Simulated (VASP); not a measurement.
# GaSb (I-4m2) in VASP: relaxation of the atoms with PBEsol

Aim: the relaxation of the atoms of GaSb with PBEsol.

All numbers are computed with VASP 6.6.1; they aren't measurements. Logs are shortened: lines on timing, memory, paths and dates and some standing lists are left out, and cuts for length are marked.

## 1. The cell of the first run

It takes space group I-4m2 (No. 119, tetragonal). The conventional cell has a = 4.302 Å, b = 4.302 Å, c = 6.203 Å, α = 90.00°, β = 90.00°, γ = 90.00°. Within 3.5 Å of Ga (site symmetry -4m2) lie 4 Sb at 2.65 Å. Within 3.5 Å of Sb (site symmetry -4m2) lie 4 Ga at 2.65 Å.

## 2. Relaxation of the atoms, PBEsol (strained cell)

The input, INCAR:

```
SYSTEM = GaSb
ALGO = Normal
EDIFF = 1E-7
EDIFFG = -0.002
ENCUT = 450
GGA = PS
GGA_COMPAT = .False.
IBRION = 2
ISIF = 2
ISMEAR = 0
LASPH = .True.
LCHARG = .False.
LREAL = .False.
LWAVE = .False.
NELM = 120
NELMIN = 4
NSW = 60
PREC = Accurate
SIGMA = 0.1
```

The input, KPOINTS:

```
k-points
0
Gamma
  10 10 10
  0 0 0
```

The input, POSCAR:

```
GaSb
1.0
    0.0000000000      3.0417070325      3.1015054967
    3.0417070325      0.0000000000      3.1015054967
    3.0417070325      3.0417070325      0.0000000000
Ga Sb
1 1
Direct
    0.0000000000      0.0000000000      0.0000000000
    0.2500000000      0.2500000000      0.2500000000
```

Potentials or basis: VASP PAW PBE potentials, release 64 (Ga_d, Sb).

On the command line:

```bash
$ cat potpaw_PBE.64/Ga_d/POTCAR potpaw_PBE.64/Sb/POTCAR > POTCAR
$ mpirun -np 1 vasp_std > vasp.out
```

OUTCAR:

```text
SYSTEM = GaSb
   EDIFF = 1E-7
   EDIFFG = -0.002
   ENCUT = 450
   GGA = PS
   IBRION = 2
   ISIF = 2
   ISMEAR = 0
   LASPH = .True.
   LREAL = .False.
   NELM = 120
   NELMIN = 4
   NSW = 60
   PREC = Accurate

 ion  position               nearest neighbor table
   1  0.000  0.000  0.000-   2 2.65   2 2.65   2 2.65   2 2.65
   2  0.250  0.250  0.250-   1 2.65   1 2.65   1 2.65   1 2.65

  LATTYP: Found a body centered tetragonal cell.
 ALAT       =     4.3016233381
 C/A-ratio  =     1.4420163054

  Lattice vectors:

 A1 = (  -3.0417070325,   0.0000000000,   3.1015054967)
 A2 = (   3.0417070325,   0.0000000000,   3.1015054967)
 A3 = (   0.0000000000,   3.0417070325,  -3.1015054967)

Analysis of symmetry for initial positions (statically):
=====================================================================
 Subroutine PRICEL returns:
 Original cell was already a primitive cell.

 Routine SETGRP: Setting up the symmetry group for a
 body centered tetragonal supercell.

 Subroutine GETGRP returns: Found  8 space group operations
 (whereof  8 operations were pure point group operations)
 out of a pool of 16 trial point group operations.

The static configuration has the point symmetry D_2d.

Analysis of symmetry for dynamics (positions and initial velocities):
=====================================================================
 Subroutine PRICEL returns:
 Original cell was already a primitive cell.

 Routine SETGRP: Setting up the symmetry group for a
 body centered tetragonal supercell.

 Subroutine GETGRP returns: Found  8 space group operations
 (whereof  8 operations were pure point group operations)
 out of a pool of 16 trial point group operations.

The dynamic configuration has the point symmetry D_2d.

 Subroutine INISYM returns: Found  8 space group operations
 (whereof  8 operations are pure point group operations),
 and found     1 'primitive' translations

----------------------------------------------------------------------------------------

                                     Primitive cell

  volume of cell :      57.3901

  direct lattice vectors                    reciprocal lattice vectors
     0.000000000  3.041707033  3.101505497    -0.164381380  0.164381380  0.161212031
     3.041707033  0.000000000  3.101505497     0.164381380 -0.164381380  0.161212031
     3.041707033  3.041707033  0.000000000     0.164381380  0.164381380 -0.161212031

  length of vectors
     4.344113030  4.344113030  4.301623338     0.282898913  0.282898913  0.282898913

  position of ions in fractional coordinates (direct lattice)
     0.000000000  0.000000000  0.000000000
     0.250000000  0.250000000  0.250000000

  ion indices of the primitive-cell ions
   primitive index   ion index
                 1           1
                 2           2

----------------------------------------------------------------------------------------

 KPOINTS: k-points

Automatic generation of k-mesh.
 Grid dimensions read from file:
 generate k-points for:   10   10   10

 Generating k-lattice:

  Cartesian coordinates                     Fractional coordinates (reciprocal lattice)
    -0.016438138  0.016438138  0.016121203     0.100000000  0.000000000  0.000000000
     0.016438138 -0.016438138  0.016121203     0.000000000  0.100000000  0.000000000
     0.016438138  0.016438138 -0.016121203     0.000000000  0.000000000  0.100000000

  Length of vectors
     0.028289891  0.028289891  0.028289891

  Shift w.r.t. Gamma in fractional coordinates (k-lattice)
     0.000000000  0.000000000  0.000000000

 Subroutine IBZKPT returns following result:
 ===========================================

 Found    102 irreducible k-points:

 Following reciprocal coordinates:
            Coordinates               Weight
  0.000000  0.000000  0.000000      1.000000
  0.100000  0.000000  0.000000      8.000000
  0.200000  0.000000  0.000000      8.000000
  0.300000  0.000000  0.000000      8.000000
  0.400000 -0.000000  0.000000      8.000000
  0.500000  0.000000  0.000000      4.000000
[... 16 lines left out ...]
  0.300000  0.300000  0.000000      2.000000
  0.400000  0.300000  0.000000      8.000000
 [... further k-points ...]
   k-points           NKPTS =    102   k-points in BZ     NKDIM =    102   number of bands    NBANDS=     13
   number of dos      NEDOS =    301   number of ions     NIONS =      2
   total plane-waves  NPLWV =  27000
   dimension x,y,z NGX =    30 NGY =   30 NGZ =   30
   dimension x,y,z NGXF=    60 NGYF=   60 NGZF=   60
   ions per type =               1   1
   NGX,Y,Z   is equivalent  to a cutoff of  11.48, 11.48, 11.59 a.u.
   NGXF,Y,Z  is equivalent  to a cutoff of  22.96, 22.96, 23.19 a.u.
 SYSTEM =  GaSb
   PREC   = accura    normal or accurate (medium, high low for compatibility)
   ISTART =      0    job   : 0-new  1-cont  2-samecut
   ICHARG =      2    charge: 1-file 2-atom 10-const
   ISPIN  =      1    spin polarized calculation?
   LNONCOLLINEAR =      F non collinear calculations
   LSORBIT =      F    spin-orbit coupling
   LASPH  =      T    aspherical Exc in radial PAW
   ENCUT  =  450.0 eV  33.07 Ry    5.75 a.u.   7.51  7.51  7.44*2*pi/ulx,y,z
   NELM   =    120;   NELMIN=  4; NELMDL= -5     # of ELM steps
   EDIFF  = 0.1E-06   stopping-criterion for ELM
   LREAL  =      F    real-space projection
   EDIFFG = -.2E-02   stopping-criterion for IOM
   NSW    =     60    number of steps for IOM
   IBRION =      2    ionic relax: 0-MD 1-quasi-New 2-CG
   NFREE  =      1    steps in history (QN), initial steepest desc. (CG)
   ISIF   =      2    stress and relaxation
   ISYM   =      2    0-nonsym 1-usesym 2-fastsym
   POTIM  = 0.5000    time-step for ionic-motion
   TEBEG  =    0.0;   TEEND  =   0.0 temperature during run
   PSTRESS=    0.0 pullay stress
   NELECT =      18.0000    total number of electrons
   NUPDOWN=      -1.0000    fix difference up-down
   EMIN   =  10.00;   EMAX   =-10.00  energy-range for DOS
   EFERMI =   0.00;   METHOD = LEGACY
   ISMEAR =     0;   SIGMA  =   0.10  broadening in eV -4-tet -1-fermi 0-gaus
   EFERMI_NEDOS =   21; number of points for ismear=-14 and -15
   IALGO  =     38    algorithm
   IMIX   =      4    mixing-type and parameters
     AMIX     =   0.40;   BMIX     =  1.00
     AMIX_MAG =   1.60;   BMIX_MAG =  1.00
  volume/ion in A,a.u.               =      28.70       193.64
  Fermi-wavevector in a.u.,A,eV,Ry     =   1.112295  2.101932 16.833123  1.237200
  Thomas-Fermi vector in A             =   2.248867
   LORBIT       =      0    0 simple, 1 ext, 2 COOP (PROOUT), +10 PAW based schemes
   GGA     = PS    functional components
   LHFCALC =     F    Hartree Fock is set to
   AEXX    =    0.0000 exact exchange contribution
   IVDW    =     0    specifies the selected vdW correction
   LEPSILON=     F    determine dielectric tensor
   LRPA    =     F    only Hartree local field effects (RPA)
 conjugate gradient relaxation of ions
 non-spin polarized calculation
 Gauss-broadening in eV      SIGMA  =   0.10
  energy-cutoff  :      450.00
  volume of cell :       57.39
 maximum number of plane-waves:      1275
   NGX = 15   NGY = 15   NGZ = 15

 number of electron      18.0000001 magnetization

 Free energy of the ion-electron system (eV)
  ---------------------------------------------------
  ext. energy  EPLUGINS =         0.00000000
  ---------------------------------------------------
  free energy    TOTEN  =        -8.15090989 eV

  energy without entropy =       -8.15074175  energy(sigma->0) =       -8.15082582

 E-fermi :   4.7613     XC(G=0):  -9.2564

 val. band max:        4.7438312675   @ k =   0.0000   0.0000   0.0000
 cond. band min:       5.0422337964   @ k =   0.5000   0.0000   0.0000
 fundamental gap:      0.2984025289
 Fermi energy:         4.7612912872

 k-point     1 :       0.0000    0.0000    0.0000
  band No.  band energies     occupation
      1     -10.2884      2.00000
      2     -10.2858      2.00000
      3     -10.2858      2.00000
      4     -10.2379      2.00000
      5     -10.2358      2.00000
      6      -6.7805      2.00000
      7       4.6279      1.94083
      8       4.6758      1.77334
      9       4.7438      1.19503
     10       4.7438      1.19503
     11       7.4473      0.00000
     12       7.4473      0.00000
     13       7.5035      0.00000

 k-point     2 :       0.1000    0.0000    0.0000
  band No.  band energies     occupation
      1     -10.2898      2.00000
      2     -10.2860      2.00000
      3     -10.2846      2.00000
      4     -10.2380      2.00000
      5     -10.2359      2.00000
      6      -6.6777      2.00000
      7       3.0933      2.00000
      8       4.4905      1.99987
      9       4.5762      1.99115
     10       5.6400      0.00000
     11       7.6849      0.00000
     12       7.6985      0.00000
     13       7.8569      0.00000

 k-point     3 :       0.2000    0.0000    0.0000
  band No.  band energies     occupation
      1     -10.2967      2.00000
      2     -10.2833      2.00000
      3     -10.2817      2.00000
      4     -10.2383      2.00000
      5     -10.2360      2.00000
      6      -6.3786      2.00000
      7       1.4374      2.00000
      8       4.1264      2.00000
      9       4.2330      2.00000
     10       5.5954      0.00000
     11       8.1490      0.00000
     12       8.1506      0.00000
     13       9.0765      0.00000
[... 305 lines left out ...]
 k-point    23 :       0.3000    0.3000    0.0000
  band No.  band energies     occupation
      1     -10.3183      2.00000
      2     -10.2700      2.00000
      3     -10.2700      2.00000
      4     -10.2424      2.00000
      5     -10.2354      2.00000
      6      -5.6239      2.00000
      7      -0.1822      2.00000
      8       2.7855      2.00000
      9       2.7855      2.00000
     10       5.8057      0.00000
     11       7.0239      0.00000
     12      10.9435      0.00000
     13      10.9435      0.00000

 k-point    24 :       0.4000    0.3000    0.0000
  band No.  band energies     occupation
      1     -10.3232      2.00000
      2     -10.2677      2.00000
      3     -10.2670      2.00000
      4     -10.2435      2.00000
      5     -10.2352      2.00000
      6      -5.2028      2.00000
      7      -0.9470      2.00000
      8       2.2463      2.00000
      9       2.5924      2.00000
     10       5.9868      0.00000
     11       6.9853      0.00000
     12      10.8217      0.00000
     13      11.3927      0.00000

 [... further k-points ...]
[... 5 lines left out ...]
  --------------------------------------------------------------------------------------
  -------------------------------------------------------------------------------------
  Total        0.0138630      0.0138630     -0.3027600      0.0000000     -0.0000000      0.0000000
  in kB        0.3870162      0.3870162     -8.4522402      0.0000000     -0.0000000      0.0000000
  external PRESSURE =      -2.5594026 kB  Pullay stress =       0.0000000 kB

 VOLUME and BASIS-vectors are now :
 -----------------------------------------------------------------------------
  energy-cutoff  :      450.00
  volume of cell :       57.39
      direct lattice vectors                 reciprocal lattice vectors
     0.000000000  3.041707033  3.101505497    -0.164381380  0.164381380  0.161212031
     3.041707033  0.000000000  3.101505497     0.164381380 -0.164381380  0.161212031
     3.041707033  3.041707033  0.000000000     0.164381380  0.164381380 -0.161212031

 POSITION                                       TOTAL-FORCE (eV/Angst)
 -----------------------------------------------------------------------------------
      0.00000      0.00000      0.00000        -0.000000     -0.000000     -0.000000
      1.52085      1.52085      1.55075         0.000000      0.000000      0.000000
 -----------------------------------------------------------------------------------
    total drift:                                0.000000      0.000000     -0.000000

  FREE ENERGIE OF THE ION-ELECTRON SYSTEM (eV)
  ---------------------------------------------------
  free  energy   TOTEN  =        -8.1509098857 eV

  energy  without entropy=       -8.1507417527  energy(sigma->0) =       -8.15082582

 reached required accuracy - stopping structural energy minimisation
```

Run time: 42 s. Hardware: 1 thread of Intel Xeon Platinum 8375C at 2.90GHz (Ice Lake), shared host; peak memory 0.22 GiB.

What came out:

```
Free energy             : -8.1509 eV
Pressure after relaxing : -0.3 GPa
Band gap on the k mesh  : zero (filled and empty bands touch)
```

Stress tensor (GPa, compression positive):
```
 0.04  0.00  0.00
 0.00  0.04  0.00
 0.00  0.00 -0.85
```

Final structure:
```yaml
crystal:
  lattice:
    - [0.00000, 3.04171, 3.10151]
    - [3.04171, 0.00000, 3.10151]
    - [3.04171, 3.04171, 0.00000]
  atoms:
    - { symbol: Ga, position: [0.00000, 0.00000, 0.00000] }
    - { symbol: Sb, position: [0.25000, 0.25000, 0.25000] }
```

Caveat: the cell differs from its parent crystal (strained cell); semilocal functionals underestimate gaps, and a narrow one can read as zero; the PAW data sets were made with another functional, which shifts forces and pressure a little; spin-orbit coupling is left out, which moves the levels of the heavy elements.

The gap in the log of VASP goes by the Fermi energy; the results here count the filled bands.